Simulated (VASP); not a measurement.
# CuI (P4/nmm) in VASP: a series of runs

CuI is run at these levels: PBEsol; tasks: single point.

Everything below comes from runs of VASP 6.6.1. Logs are shortened: lines on timing, memory, paths and dates and some standing lists are left out, and cuts for length are marked.

### 1 The cell of the first run

The structure is tetragonal, space group P4/nmm (No. 129). Conventional cell: a = 4.162 Å, b = 4.162 Å, c = 6.740 Å, α = 90.00°, β = 90.00°, γ = 90.00°. Cu (site symmetry -4m2) has 4 I at 2.63 Å and 4 Cu at 2.94 Å within 3.5 Å. I (site symmetry 4mm) has 4 Cu at 2.63 Å within 3.5 Å.

### 2 Single point, PBEsol (equal strain along all axes, cell held: +4.0 %, then relaxed in part)

Input file INCAR:

```
SYSTEM = CuI
PREC = Accurate
ENCUT = 520
EDIFF = 1E-6
ISMEAR = 0
SIGMA = 0.02
LREAL = .FALSE.
LASPH = .TRUE.
NELM = 60
ALGO = Normal
ISIF = 2
LWAVE = .FALSE.
LCHARG = .TRUE.
GGA = PS
LELF = .TRUE.
LVHAR = .TRUE.
NBANDS = 26
```

Input file KPOINTS:

```
Automatic mesh
0
G
  8 8 4
  0 0 0
```

Input file POSCAR:

```
CuI
1.0
    4.1620610390      0.0000000000      0.0000000000
    0.0000000000      4.1620610390      0.0000000000
    0.0000000000      0.0000000000      6.7397419648
Cu I
2 2
Direct
    0.5000000000      0.5000000000      0.0000000000
    0.0000000000      0.0000000000      0.0000000000
    0.5000000000      0.0000000000      0.2395903156
    0.0000000000      0.5000000000      0.7604096844
```

Potentials or basis: VASP PAW PBE potentials, release 64 (Cu, I).

Launch:

```bash
cat potpaw_PBE.64/Cu/POTCAR potpaw_PBE.64/I/POTCAR > POTCAR
mpirun -np 1 vasp_std > vasp.out
```

OUTCAR:

```text
SYSTEM = CuI
   PREC = Accurate
   ENCUT = 520
   EDIFF = 1E-6
   ISMEAR = 0
   LREAL = .FALSE.
   LASPH = .TRUE.
   NELM = 60
   ISIF = 2
   GGA = PS

 ion  position               nearest neighbor table
   1  0.500  0.500  0.000-   3 2.63   4 2.63   3 2.63   4 2.63
   2  0.000  0.000  0.000-   3 2.63   4 2.63   4 2.63   3 2.63
   3  0.500  0.000  0.240-   1 2.63   2 2.63   1 2.63   2 2.63
   4  0.000  0.500  0.760-   1 2.63   2 2.63   2 2.63   1 2.63

  LATTYP: Found a simple tetragonal cell.
 ALAT       =     4.1620610390
 C/A-ratio  =     1.6193279968

  Lattice vectors:

 A1 = (   4.1620610390,   0.0000000000,   0.0000000000)
 A2 = (   0.0000000000,   4.1620610390,   0.0000000000)
 A3 = (   0.0000000000,   0.0000000000,   6.7397419648)

Analysis of symmetry for initial positions (statically):
=====================================================================
 Subroutine PRICEL returns:
 Original cell was already a primitive cell.

 Routine SETGRP: Setting up the symmetry group for a
 simple tetragonal supercell.

 Subroutine GETGRP returns: Found 16 space group operations
 (whereof  8 operations were pure point group operations)
 out of a pool of 16 trial point group operations.

The static configuration has the point symmetry D_2d.
 The point group associated with its full space group is D_4h.

Analysis of symmetry for dynamics (positions and initial velocities):
=====================================================================
 Subroutine PRICEL returns:
 Original cell was already a primitive cell.

 Routine SETGRP: Setting up the symmetry group for a
 simple tetragonal supercell.

 Subroutine GETGRP returns: Found 16 space group operations
 (whereof  8 operations were pure point group operations)
 out of a pool of 16 trial point group operations.

The dynamic configuration has the point symmetry D_2d.
 The point group associated with its full space group is D_4h.

 Subroutine INISYM returns: Found 16 space group operations
 (whereof  8 operations are pure point group operations),
 and found     1 'primitive' translations

----------------------------------------------------------------------------------------

                                     Primitive cell

  volume of cell :     116.7509

  direct lattice vectors                    reciprocal lattice vectors
     4.162061039  0.000000000  0.000000000     0.240265578  0.000000000  0.000000000
     0.000000000  4.162061039  0.000000000     0.000000000  0.240265578  0.000000000
     0.000000000  0.000000000  6.739741965     0.000000000  0.000000000  0.148373633

  length of vectors
     4.162061039  4.162061039  6.739741965     0.240265578  0.240265578  0.148373633

  position of ions in fractional coordinates (direct lattice)
     0.500000000  0.500000000  0.000000000
     0.000000000  0.000000000  0.000000000
     0.500000000  0.000000000  0.239590316
     0.000000000  0.500000000  0.760409684

  ion indices of the primitive-cell ions
   primitive index   ion index
                 1           1
                 2           2
                 3           3
                 4           4

----------------------------------------------------------------------------------------

 KPOINTS: Automatic mesh

Automatic generation of k-mesh.
 Grid dimensions read from file:
 generate k-points for:    8    8    4

 Generating k-lattice:

  Cartesian coordinates                     Fractional coordinates (reciprocal lattice)
     0.030033197  0.000000000  0.000000000     0.125000000  0.000000000  0.000000000
     0.000000000  0.030033197  0.000000000     0.000000000  0.125000000  0.000000000
     0.000000000  0.000000000  0.037093408     0.000000000  0.000000000  0.250000000

  Length of vectors
     0.030033197  0.030033197  0.037093408

  Shift w.r.t. Gamma in fractional coordinates (k-lattice)
     0.000000000  0.000000000  0.000000000

 Subroutine IBZKPT returns following result:
 ===========================================

 Found     45 irreducible k-points:

 Following reciprocal coordinates:
            Coordinates               Weight
  0.000000  0.000000  0.000000      1.000000
  0.125000  0.000000  0.000000      4.000000
  0.250000  0.000000  0.000000      4.000000
  0.375000  0.000000  0.000000      4.000000
  0.500000  0.000000  0.000000      2.000000
  0.125000  0.125000  0.000000      4.000000
[... 16 lines left out ...]
  0.375000  0.125000  0.250000     16.000000
  0.500000  0.125000  0.250000      8.000000
 [... further k-points ...]
   k-points           NKPTS =     45   k-points in BZ     NKDIM =     45   number of bands    NBANDS=     26
   number of dos      NEDOS =    301   number of ions     NIONS =      4
   total plane-waves  NPLWV =  51200
   dimension x,y,z NGX =    32 NGY =   32 NGZ =   50
   dimension x,y,z NGXF=    64 NGYF=   64 NGZF=  100
   ions per type =               2   2
   NGX,Y,Z   is equivalent  to a cutoff of  12.78, 12.78, 12.33 a.u.
   NGXF,Y,Z  is equivalent  to a cutoff of  25.56, 25.56, 24.67 a.u.
 SYSTEM =  CuI
   PREC   = accura    normal or accurate (medium, high low for compatibility)
   ISTART =      0    job   : 0-new  1-cont  2-samecut
   ICHARG =      2    charge: 1-file 2-atom 10-const
   ISPIN  =      1    spin polarized calculation?
   LNONCOLLINEAR =      F non collinear calculations
   LSORBIT =      F    spin-orbit coupling
   LASPH  =      T    aspherical Exc in radial PAW
   ENCUT  =  520.0 eV  38.22 Ry    6.18 a.u.   7.74  7.74 12.53*2*pi/ulx,y,z
   NELM   =     60;   NELMIN=  2; NELMDL= -5     # of ELM steps
   EDIFF  = 0.1E-05   stopping-criterion for ELM
   LREAL  =      F    real-space projection
   EDIFFG = 0.1E-04   stopping-criterion for IOM
   NSW    =      0    number of steps for IOM
   IBRION =     -1    ionic relax: 0-MD 1-quasi-New 2-CG
   NFREE  =      0    steps in history (QN), initial steepest desc. (CG)
   ISIF   =      2    stress and relaxation
   ISYM   =      2    0-nonsym 1-usesym 2-fastsym
   POTIM  = 0.5000    time-step for ionic-motion
   TEBEG  =    0.0;   TEEND  =   0.0 temperature during run
   PSTRESS=    0.0 pullay stress
   NELECT =      36.0000    total number of electrons
   NUPDOWN=      -1.0000    fix difference up-down
   EMIN   =  10.00;   EMAX   =-10.00  energy-range for DOS
   EFERMI =   0.00;   METHOD = LEGACY
   ISMEAR =     0;   SIGMA  =   0.02  broadening in eV -4-tet -1-fermi 0-gaus
   EFERMI_NEDOS =   21; number of points for ismear=-14 and -15
   IALGO  =     38    algorithm
   IMIX   =      4    mixing-type and parameters
     AMIX     =   0.40;   BMIX     =  1.00
     AMIX_MAG =   1.60;   BMIX_MAG =  1.00
  volume/ion in A,a.u.               =      29.19       196.97
  Fermi-wavevector in a.u.,A,eV,Ry     =   1.106001  2.090039 16.643173  1.223239
  Thomas-Fermi vector in A             =   2.242496
   LORBIT       =      0    0 simple, 1 ext, 2 COOP (PROOUT), +10 PAW based schemes
   GGA     = PS    functional components
   LHFCALC =     F    Hartree Fock is set to
   AEXX    =    0.0000 exact exchange contribution
   IVDW    =     0    specifies the selected vdW correction
   LEPSILON=     F    determine dielectric tensor
   LRPA    =     F    only Hartree local field effects (RPA)
 non-spin polarized calculation
 Gauss-broadening in eV      SIGMA  =   0.02
  energy-cutoff  :      520.00
  volume of cell :      116.75
 maximum number of plane-waves:      3169
 NGX is ok and might be reduce to    32
   NGX = 15   NGY = 15   NGZ = 25

 number of electron      36.0000005 magnetization

 Free energy of the ion-electron system (eV)
  ---------------------------------------------------
  ext. energy  EPLUGINS =         0.00000000
  ---------------------------------------------------
  free energy    TOTEN  =       -12.59113742 eV

  energy without entropy =      -12.59113742  energy(sigma->0) =      -12.59113742

 E-fermi :   3.8613     XC(G=0):  -8.7672

 val. band max:        3.7086405560   @ k =   0.0000   0.0000   0.0000
 cond. band min:       5.3234243732   @ k =   0.0000   0.0000   0.0000
 fundamental gap:      1.6147838173
 Fermi energy:         3.8613352324

 k-point     1 :       0.0000    0.0000    0.0000
  band No.  band energies     occupation
      1     -10.1615      2.00000
      2      -9.5249      2.00000
      3      -1.8373      2.00000
      4      -0.0974      2.00000
      5       0.0800      2.00000
      6       0.0800      2.00000
[... 18 lines left out ...]
     25      11.9470      0.00000
     26      12.1969      0.00000

 k-point     2 :       0.1250    0.0000    0.0000
  band No.  band energies     occupation
      1     -10.1080      2.00000
      2      -9.5126      2.00000
      3      -1.7580      2.00000
      4      -0.1738      2.00000
      5      -0.0835      2.00000
      6       0.0953      2.00000
[... 18 lines left out ...]
     25      11.3807      0.00000
     26      12.2569      0.00000

 k-point     3 :       0.2500    0.0000    0.0000
  band No.  band energies     occupation
      1      -9.9636      2.00000
      2      -9.4936      2.00000
      3      -1.5685      2.00000
      4      -0.7078      2.00000
      5      -0.4345      2.00000
      6       0.0501      2.00000
[... 18 lines left out ...]
     25      10.3983      0.00000
     26      11.3494      0.00000

 k-point     4 :       0.3750    0.0000    0.0000
  band No.  band energies     occupation
      1      -9.7748      2.00000
      2      -9.5118      2.00000
      3      -1.4742      2.00000
      4      -1.2468      2.00000
      5      -0.5557      2.00000
      6      -0.0344      2.00000
[... 18 lines left out ...]
     25      10.3465      0.00000
     26      10.5249      0.00000
[... 496 lines left out ...]
      1      -9.8838      2.00000
      2      -9.5118      2.00000
      3      -1.4970      2.00000
      4      -0.7983      2.00000
      5      -0.4025      2.00000
      6      -0.0729      2.00000
[... 18 lines left out ...]
     25       9.7488      0.00000
     26      11.3441      0.00000

 k-point    23 :       0.3750    0.1250    0.2500
  band No.  band energies     occupation
      1      -9.7135      2.00000
      2      -9.5054      2.00000
      3      -1.5731      2.00000
      4      -1.3303      2.00000
      5      -0.3549      2.00000
      6      -0.0260      2.00000
[... 18 lines left out ...]
     25      10.6901      0.00000
     26      11.1234      0.00000

 k-point    24 :       0.5000    0.1250    0.2500
  band No.  band energies     occupation
      1      -9.5716      2.00000
      2      -9.5716      2.00000
      3      -1.5970      2.00000
      4      -1.5970      2.00000
      5      -0.1274      2.00000
      6      -0.1274      2.00000
[... 18 lines left out ...]
     25      10.8204      0.00000
     26      10.8204      0.00000

 [... further k-points ...]

------------------------ aborting loop because EDIFF is reached ----------------------------------------

  FORCE on cell =-STRESS in cart. coord.  units (eV):
  Direction    XX          YY          ZZ          XY          YZ          ZX
  --------------------------------------------------------------------------------------
  -------------------------------------------------------------------------------------
  Total       -1.1861534     -1.1861534     -0.1887315      0.0000000      0.0000000     -0.0000000
  in kB      -16.2776343    -16.2776343     -2.5899706      0.0000000      0.0000000     -0.0000000
  external PRESSURE =     -11.7150797 kB  Pullay stress =       0.0000000 kB

 VOLUME and BASIS-vectors are now :
 -----------------------------------------------------------------------------
  energy-cutoff  :      520.00
  volume of cell :      116.75
      direct lattice vectors                 reciprocal lattice vectors
     4.162061039  0.000000000  0.000000000     0.240265578  0.000000000  0.000000000
     0.000000000  4.162061039  0.000000000     0.000000000  0.240265578  0.000000000
     0.000000000  0.000000000  6.739741965     0.000000000  0.000000000  0.148373633

 POSITION                                       TOTAL-FORCE (eV/Angst)
 -----------------------------------------------------------------------------------
      2.08103      2.08103      0.00000         0.000000      0.000000     -0.000000
      0.00000      0.00000      0.00000         0.000000     -0.000000     -0.000000
      2.08103      0.00000      1.61478        -0.000000      0.000000      0.020494
      0.00000      2.08103      5.12497         0.000000     -0.000000     -0.020494
 -----------------------------------------------------------------------------------
    total drift:                                0.000000     -0.000000     -0.000000

  FREE ENERGIE OF THE ION-ELECTRON SYSTEM (eV)
  ---------------------------------------------------
  free  energy   TOTEN  =       -12.5911374243 eV

  energy  without entropy=      -12.5911374243  energy(sigma->0) =      -12.59113742
```

Wall time 2.7 min (1 thread of Oxide Virtual Turin-like, shared host); peak memory 0.25 GiB.

What came out:

```
Free energy            : -12.5911 eV
Pressure               : -1.2 GPa
Largest force          : 0.020 eV/Å
Band gap on the k mesh : 1.61 eV
```

Forces in eV/Å, atoms in the order of the input:
```
Cu   0.000  0.000  0.000
Cu   0.000  0.000  0.000
I    0.000  0.000  0.020
I    0.000  0.000 -0.020
```

Stress tensor (GPa, compression positive):
```
-1.63  0.00  0.00
 0.00 -1.63  0.00
 0.00  0.00 -0.26
```

Caveat: the cell differs from its parent crystal (equal strain along all axes, cell held: +4.0 %, then relaxed in part); the PAW data sets were made with another functional, which shifts forces and pressure a little; spin-orbit coupling is left out, which moves the levels of the heavy elements; this functional lacks dispersion, which binds layers or chains, so the pressure and a relaxed spacing across them are unreliable.

(Part 1 of 2 ends here.)
